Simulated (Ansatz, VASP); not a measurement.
SiGe: VASP beside Ansatz

File POSCAR:

```
SiGe
1.0
    3.9044512986      0.0000000000      0.0000000000
   -1.9522256493      3.3813540124      0.0000000000
    0.0000000000      0.0000000000      6.4507830000
Si Ge
2 2
Direct
    0.6666666667      0.3333333333      0.9424282242
    0.3333333333      0.6666666667      0.4424282242
    0.6666666667      0.3333333333      0.5003920000
    0.3333333333      0.6666666667      0.0003920000
```

File INCAR.step1:

```
PREC = Accurate
ENCUT = 520
ISMEAR = 0
SIGMA = 0.05
LREAL = F
LASPH = T
NELM = 60
NBANDS = 26
GGA = PE
ALGO = Normal
EDIFF = 1E-4
LWAVE = T
LCHARG = F
```

File INCAR.step2:

```
PREC = Accurate
ENCUT = 520
EDIFF = 1E-6
ISMEAR = 0
SIGMA = 0.05
LREAL = F
LASPH = T
NELM = 60
ALGO = Normal
ISIF = 2
LWAVE = F
LCHARG = F
METAGGA = R2SCAN
LMIXTAU = T
NBANDS = 26
ISTART = 1
```

Contents of KPOINTS:

```
regular mesh
0
Gamma
  12 12 4
```

Input for Ansatz:

```yaml
crystal:
  lattice:
    - [3.9044512986, 0.0, 0.0]
    - [-1.9522256493, 3.3813540124, 0.0]
    - [0.0, 0.0, 6.450783]
  atoms:
    - { symbol: Si, position: [0.6666666667, 0.3333333333, 0.9424282242] }
    - { symbol: Si, position: [0.3333333333, 0.6666666667, 0.4424282242] }
    - { symbol: Ge, position: [0.6666666667, 0.3333333333, 0.500392] }
    - { symbol: Ge, position: [0.3333333333, 0.6666666667, 0.000392] }
basis:
  ecutwfc: 500
kpoints:
  mp_grid: { grid: [12, 12, 4] }
hamiltonian:
  xc: r2scan
scf:
  occupations: { method: gaussian, width: 0.05 }
output:
  forces: true
  stress: true
  eigenvalues: true
```

Change from the starting cell: all Si atoms moved +0.438 Å, as atom 1 along Cartesian [0 0 1].

Alike in both runs: task single point; functional r2SCAN; k mesh 12 × 12 × 4; occupations gaussian, width 0.05 eV; no spin polarisation.

|  | VASP | Ansatz |
| --- | --- | --- |
| version | VASP 6.6.1 | Ansatz 0.2.0 |
| potentials or method | VASP PAW PBE potentials, release 64 (Si, Ge_d), cutoff 520 eV | scalar-relativistic, plane waves, PAW |
| valence electrons in the cell | 36 | 36 |

|  | VASP | Ansatz | Ansatz less VASP |
| --- | --- | --- | --- |
| gap on the k mesh at the Fermi level (eV) | none | none | - |
| pressure (GPa) | 3.3 | 3.4 | +0.05 |
| traceless stress, the component that is largest in VASP (GPa) | -8.85 | -8.86 | -0.006 |
| rms of the force components (eV/Å) | 1.265 | 1.262 | -0.0023 |

VASP's potentials were made for PBE, not for r2SCAN. Atom by atom the forces differ by 0.002 eV/Å (rms over components). A gap of «none» marks a metal or a gap that the smearing closes. With one functional, cell and mesh, what is left measures potentials, basis and numerics.
